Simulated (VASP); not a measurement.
# WS2 in VASP: single point with PBEsol

Aim: the single point of WS2 with PBEsol.

Program: VASP 6.6.1. These are calculated values, not measurements. Logs are shortened: lines on timing, memory, paths and dates and some standing lists are left out, and cuts for length are marked.

### 1 The cell of the first run

The cell holds a slab with vacuum, 3 atoms: a = 3.184 Å, b = 3.184 Å, c = 16.612 Å, α = 90.00°, β = 90.00°, γ = 120.00°.

### 2 Single point, PBEsol (strain -0.0200 x Voigt [0, 0, 1, 0, 0, 0])

File INCAR:

```
SYSTEM = WS2
  PREC = Accurate
  ENCUT = 520
  EDIFF = 1E-6
  ISMEAR = 0
  SIGMA = 0.05
  LREAL = .FALSE.
  LASPH = .TRUE.
  NELM = 60
  ALGO = Normal
  ISIF = 2
  LWAVE = .FALSE.
  LCHARG = .TRUE.
  GGA = PS
  LELF = .TRUE.
  LVHAR = .TRUE.
  NBANDS = 20
```

File KPOINTS:

```
Automatic mesh
0
G
  12 12 2
  0 0 0
```

File POSCAR:

```
WS2
1.0
    3.1835163552      0.0000000000      0.0000000000
   -1.5917581776      2.7570060369      0.0000000000
    0.0000000000      0.0000000000     16.6115663322
W S
1 2
Direct
    0.3333333333      0.6666666667      0.0000000000
    0.6666666667      0.3333333333      0.9079994900
    0.6666666667      0.3333333333      0.0920005100
```

Potentials or basis: VASP PAW PBE potentials, release 64 (W_sv, S).

Launch:

```sh
$ cat potpaw_PBE.64/W_sv/POTCAR potpaw_PBE.64/S/POTCAR > POTCAR
$ mpirun -np 1 vasp_std > vasp.out
```

OUTCAR:

```text
SYSTEM = WS2
   PREC = Accurate
   ENCUT = 520
   EDIFF = 1E-6
   ISMEAR = 0
   LREAL = .FALSE.
   LASPH = .TRUE.
   NELM = 60
   ISIF = 2
   GGA = PS

 ion  position               nearest neighbor table
   1  0.333  0.667  0.000-   2 2.39   3 2.39   2 2.39   3 2.39   2 2.39   3 2.39
   2  0.667  0.333  0.908-   1 2.39   1 2.39   1 2.39
   3  0.667  0.333  0.092-   1 2.39   1 2.39   1 2.39

  LATTYP: Found a hexagonal cell.
 ALAT       =     3.1835163552
 C/A-ratio  =     5.2179930865

  Lattice vectors:

 A1 = (   3.1835163552,   0.0000000000,   0.0000000000)
 A2 = (  -1.5917581776,   2.7570060369,   0.0000000000)
 A3 = (   0.0000000000,   0.0000000000,  16.6115663322)

Analysis of symmetry for initial positions (statically):
=====================================================================
 Subroutine PRICEL returns:
 Original cell was already a primitive cell.

 Routine SETGRP: Setting up the symmetry group for a
 hexagonal supercell.

 Subroutine GETGRP returns: Found 12 space group operations
 (whereof 12 operations were pure point group operations)
 out of a pool of 24 trial point group operations.

The static configuration has the point symmetry D_3h.

Analysis of symmetry for dynamics (positions and initial velocities):
=====================================================================
 Subroutine PRICEL returns:
 Original cell was already a primitive cell.

 Routine SETGRP: Setting up the symmetry group for a
 hexagonal supercell.

 Subroutine GETGRP returns: Found 12 space group operations
 (whereof 12 operations were pure point group operations)
 out of a pool of 24 trial point group operations.

The dynamic configuration has the point symmetry D_3h.

 Subroutine INISYM returns: Found 12 space group operations
 (whereof 12 operations are pure point group operations),
 and found     1 'primitive' translations

----------------------------------------------------------------------------------------

                                     Primitive cell

  volume of cell :     145.7993

  direct lattice vectors                    reciprocal lattice vectors
     3.183516355  0.000000000  0.000000000     0.314118066  0.181356150  0.000000000
    -1.591758178  2.757006037  0.000000000     0.000000000  0.362712300  0.000000000
     0.000000000  0.000000000 16.611566332     0.000000000  0.000000000  0.060199019

  length of vectors
     3.183516355  3.183516355 16.611566332     0.362712300  0.362712300  0.060199019

  position of ions in fractional coordinates (direct lattice)
     0.333333333  0.666666667  0.000000000
     0.666666667  0.333333333  0.907999490
     0.666666667  0.333333333  0.092000510

  ion indices of the primitive-cell ions
   primitive index   ion index
                 1           1
                 2           2
                 3           3

----------------------------------------------------------------------------------------

 KPOINTS: Automatic mesh

Automatic generation of k-mesh.
 Grid dimensions read from file:
 generate k-points for:   12   12    2

 Generating k-lattice:

  Cartesian coordinates                     Fractional coordinates (reciprocal lattice)
     0.026176505  0.015113012  0.000000000     0.083333333 -0.000000000  0.000000000
     0.000000000  0.030226025  0.000000000     0.000000000  0.083333333  0.000000000
     0.000000000  0.000000000  0.030099510     0.000000000  0.000000000  0.500000000

  Length of vectors
     0.030226025  0.030226025  0.030099510

  Shift w.r.t. Gamma in fractional coordinates (k-lattice)
     0.000000000  0.000000000  0.000000000

 Subroutine IBZKPT returns following result:
 ===========================================

 Found     38 irreducible k-points:

 Following reciprocal coordinates:
            Coordinates               Weight
  0.000000  0.000000  0.000000      1.000000
  0.083333  0.000000  0.000000      6.000000
  0.166667  0.000000  0.000000      6.000000
  0.250000  0.000000  0.000000      6.000000
  0.333333  0.000000  0.000000      6.000000
  0.416667  0.000000  0.000000      6.000000
[... 16 lines left out ...]
  0.250000  0.000000  0.500000      6.000000
  0.333333  0.000000  0.500000      6.000000
 [... further k-points ...]
   k-points           NKPTS =     38   k-points in BZ     NKDIM =     38   number of bands    NBANDS=     20
   number of dos      NEDOS =    301   number of ions     NIONS =      3
   total plane-waves  NPLWV =  72576
   dimension x,y,z NGX =    24 NGY =   24 NGZ =  126
   dimension x,y,z NGXF=    48 NGYF=   48 NGZF=  252
   ions per type =               1   2
   NGX,Y,Z   is equivalent  to a cutoff of  12.53, 12.53, 12.61 a.u.
   NGXF,Y,Z  is equivalent  to a cutoff of  25.07, 25.07, 25.22 a.u.
 SYSTEM =  WS2
   PREC   = accura    normal or accurate (medium, high low for compatibility)
   ISTART =      0    job   : 0-new  1-cont  2-samecut
   ICHARG =      2    charge: 1-file 2-atom 10-const
   ISPIN  =      1    spin polarized calculation?
   LNONCOLLINEAR =      F non collinear calculations
   LSORBIT =      F    spin-orbit coupling
   LASPH  =      T    aspherical Exc in radial PAW
   ENCUT  =  520.0 eV  38.22 Ry    6.18 a.u.   5.92  5.92 30.89*2*pi/ulx,y,z
   NELM   =     60;   NELMIN=  2; NELMDL= -5     # of ELM steps
   EDIFF  = 0.1E-05   stopping-criterion for ELM
   LREAL  =      F    real-space projection
   EDIFFG = 0.1E-04   stopping-criterion for IOM
   NSW    =      0    number of steps for IOM
   IBRION =     -1    ionic relax: 0-MD 1-quasi-New 2-CG
   NFREE  =      0    steps in history (QN), initial steepest desc. (CG)
   ISIF   =      2    stress and relaxation
   ISYM   =      2    0-nonsym 1-usesym 2-fastsym
   POTIM  = 0.5000    time-step for ionic-motion
   TEBEG  =    0.0;   TEEND  =   0.0 temperature during run
   PSTRESS=    0.0 pullay stress
   NELECT =      26.0000    total number of electrons
   NUPDOWN=      -1.0000    fix difference up-down
   EMIN   =  10.00;   EMAX   =-10.00  energy-range for DOS
   EFERMI =   0.00;   METHOD = LEGACY
   ISMEAR =     0;   SIGMA  =   0.05  broadening in eV -4-tet -1-fermi 0-gaus
   EFERMI_NEDOS =   21; number of points for ismear=-14 and -15
   IALGO  =     38    algorithm
   IMIX   =      4    mixing-type and parameters
     AMIX     =   0.40;   BMIX     =  1.00
     AMIX_MAG =   1.60;   BMIX_MAG =  1.00
  volume/ion in A,a.u.               =      48.60       327.97
  Fermi-wavevector in a.u.,A,eV,Ry     =   0.921469  1.741324 11.552781  0.849105
  Thomas-Fermi vector in A             =   2.046889
   LORBIT       =      0    0 simple, 1 ext, 2 COOP (PROOUT), +10 PAW based schemes
   GGA     = PS    functional components
   LHFCALC =     F    Hartree Fock is set to
   AEXX    =    0.0000 exact exchange contribution
   IVDW    =     0    specifies the selected vdW correction
   LEPSILON=     F    determine dielectric tensor
   LRPA    =     F    only Hartree local field effects (RPA)
 non-spin polarized calculation
 Gauss-broadening in eV      SIGMA  =   0.05
  energy-cutoff  :      520.00
  volume of cell :      145.80
 maximum number of plane-waves:      3955
 NGX is ok and might be reduce to    24
   NGX = 11   NGY = 11   NGZ = 61

 number of electron      26.0000002 magnetization

 Free energy of the ion-electron system (eV)
  ---------------------------------------------------
  ext. energy  EPLUGINS =         0.00000000
  ---------------------------------------------------
  free energy    TOTEN  =       -25.22203635 eV

  energy without entropy =      -25.22203635  energy(sigma->0) =      -25.22203635

 E-fermi :  -0.7208     XC(G=0):  -4.6172

 val. band max:       -1.0906815807   @ k =   0.0000   0.0000   0.5000
 cond. band min:       0.4615840343   @ k =   0.3333   0.3333   0.0000
 fundamental gap:      1.5522656150
 Fermi energy:        -0.7207549890

 k-point     1 :       0.0000    0.0000    0.0000
  band No.  band energies     occupation
      1     -75.1295      2.00000
      2     -39.3898      2.00000
      3     -39.2463      2.00000
      4     -39.2463      2.00000
      5     -16.0902      2.00000
      6     -14.2720      2.00000
[... 12 lines left out ...]
     19       4.3526      0.00000
     20       4.4417      0.00000

 k-point     2 :       0.0833    0.0000    0.0000
  band No.  band energies     occupation
      1     -75.1283      2.00000
      2     -39.3855      2.00000
      3     -39.2698      2.00000
      4     -39.2517      2.00000
      5     -15.9731      2.00000
      6     -14.2338      2.00000
[... 12 lines left out ...]
     19       4.5772      0.00000
     20       4.6973      0.00000

 k-point     3 :       0.1667    0.0000    0.0000
  band No.  band energies     occupation
      1     -75.1252      2.00000
      2     -39.3739      2.00000
      3     -39.3336      2.00000
      4     -39.2665      2.00000
      5     -15.6399      2.00000
      6     -14.1254      2.00000
[... 12 lines left out ...]
     19       4.9671      0.00000
     20       5.6758      0.00000

 k-point     4 :       0.2500    0.0000    0.0000
  band No.  band energies     occupation
      1     -75.1210      2.00000
      2     -39.4195      2.00000
      3     -39.3579      2.00000
      4     -39.2867      2.00000
      5     -15.1464      2.00000
      6     -13.9667      2.00000
[... 12 lines left out ...]
     19       5.5569      0.00000
     20       6.2611      0.00000

 k-point     5 :       0.3333    0.0000    0.0000
  band No.  band energies     occupation
      1     -75.1167      2.00000
      2     -39.5042      2.00000
      3     -39.3419      2.00000
      4     -39.3068      2.00000
      5     -14.5905      2.00000
      6     -13.7931      2.00000
[... 12 lines left out ...]
     19       6.1482      0.00000
     20       6.1954      0.00000

 k-point     6 :       0.4167    0.0000    0.0000
  band No.  band energies     occupation
      1     -75.1136      2.00000
      2     -39.5655      2.00000
      3     -39.3301      2.00000
      4     -39.3214      2.00000
      5     -14.1243      2.00000
      6     -13.6543      2.00000
[... 12 lines left out ...]
     19       6.4016      0.00000
     20       6.5932      0.00000

 k-point     7 :       0.5000    0.0000    0.0000
  band No.  band energies     occupation
      1     -75.1124      2.00000
      2     -39.5877      2.00000
      3     -39.3268      2.00000
      4     -39.3258      2.00000
      5     -13.9357      2.00000
      6     -13.6005      2.00000
[... 12 lines left out ...]
     19       6.5120      0.00000
     20       6.8915      0.00000
[... 277 lines left out ...]
 k-point    20 :       0.0000    0.0000    0.5000
  band No.  band energies     occupation
      1     -75.1295      2.00000
      2     -39.3898      2.00000
      3     -39.2463      2.00000
      4     -39.2463      2.00000
      5     -16.0902      2.00000
      6     -14.2720      2.00000
[... 12 lines left out ...]
     19       4.1825      0.00000
     20       4.5780      0.00000

 k-point    21 :       0.0833    0.0000    0.5000
  band No.  band energies     occupation
      1     -75.1283      2.00000
      2     -39.3855      2.00000
      3     -39.2698      2.00000
      4     -39.2517      2.00000
      5     -15.9731      2.00000
      6     -14.2338      2.00000
[... 12 lines left out ...]
     19       4.3197      0.00000
     20       4.8806      0.00000

 k-point    22 :       0.1667    0.0000    0.5000
  band No.  band energies     occupation
      1     -75.1252      2.00000
      2     -39.3739      2.00000
      3     -39.3336      2.00000
      4     -39.2665      2.00000
      5     -15.6399      2.00000
      6     -14.1254      2.00000
[... 12 lines left out ...]
     19       4.8235      0.00000
     20       5.9312      0.00000

 k-point    23 :       0.2500    0.0000    0.5000
  band No.  band energies     occupation
      1     -75.1210      2.00000
      2     -39.4195      2.00000
      3     -39.3579      2.00000
      4     -39.2867      2.00000
      5     -15.1464      2.00000
      6     -13.9667      2.00000
[... 12 lines left out ...]
     19       5.3537      0.00000
     20       6.7009      0.00000

 k-point    24 :       0.3333    0.0000    0.5000
  band No.  band energies     occupation
      1     -75.1167      2.00000
      2     -39.5043      2.00000
      3     -39.3419      2.00000
      4     -39.3068      2.00000
      5     -14.5905      2.00000
      6     -13.7931      2.00000
[... 12 lines left out ...]
     19       6.0620      0.00000
     20       6.2842      0.00000

 [... further k-points ...]

------------------------ aborting loop because EDIFF is reached ----------------------------------------

  FORCE on cell =-STRESS in cart. coord.  units (eV):
  Direction    XX          YY          ZZ          XY          YZ          ZX
  --------------------------------------------------------------------------------------
  -------------------------------------------------------------------------------------
  Total       -0.5363024     -0.5363024      1.6336879      0.0000000      0.0000000      0.0000000
  in kB       -5.8933867     -5.8933867     17.9524731      0.0000000      0.0000000      0.0000000
  external PRESSURE =       2.0552332 kB  Pullay stress =       0.0000000 kB

 VOLUME and BASIS-vectors are now :
 -----------------------------------------------------------------------------
  energy-cutoff  :      520.00
  volume of cell :      145.80
      direct lattice vectors                 reciprocal lattice vectors
     3.183516355  0.000000000  0.000000000     0.314118066  0.181356150  0.000000000
    -1.591758178  2.757006037  0.000000000     0.000000000  0.362712300  0.000000000
     0.000000000  0.000000000 16.611566332     0.000000000  0.000000000  0.060199019

 POSITION                                       TOTAL-FORCE (eV/Angst)
 -----------------------------------------------------------------------------------
     -0.00000      1.83800      0.00000         0.000000      0.000000      0.000000
      1.59176      0.91900     15.08329        -0.000000      0.000000     -0.543672
      1.59176      0.91900      1.52827         0.000000     -0.000000      0.543672
 -----------------------------------------------------------------------------------
    total drift:                                0.000000     -0.000000     -0.000000

  FREE ENERGIE OF THE ION-ELECTRON SYSTEM (eV)
  ---------------------------------------------------
  free  energy   TOTEN  =       -25.2220363524 eV

  energy  without entropy=      -25.2220363524  energy(sigma->0) =      -25.22203635
```

Wall time 2 min (1 thread of Intel Xeon Platinum 8488C (Sapphire Rapids), shared host); peak memory 0.3 GiB.

What came out:

```
Free energy            : -25.2220 eV
Largest force          : 0.544 eV/Å
Band gap on the k mesh : 1.55 eV, indirect (least direct gap 1.71 eV)
```

Forces in eV/Å, atoms in the order of the input:
```
W    0.000  0.000  0.000
S    0.000  0.000 -0.544
S    0.000  0.000  0.544
```

Caveat: the cell differs from its parent crystal (strain -0.0200 x Voigt [0, 0, 1, 0, 0, 0]); the PAW data sets were made with another functional, which shifts forces and pressure a little; spin-orbit coupling is left out, which moves the levels of the heavy elements.
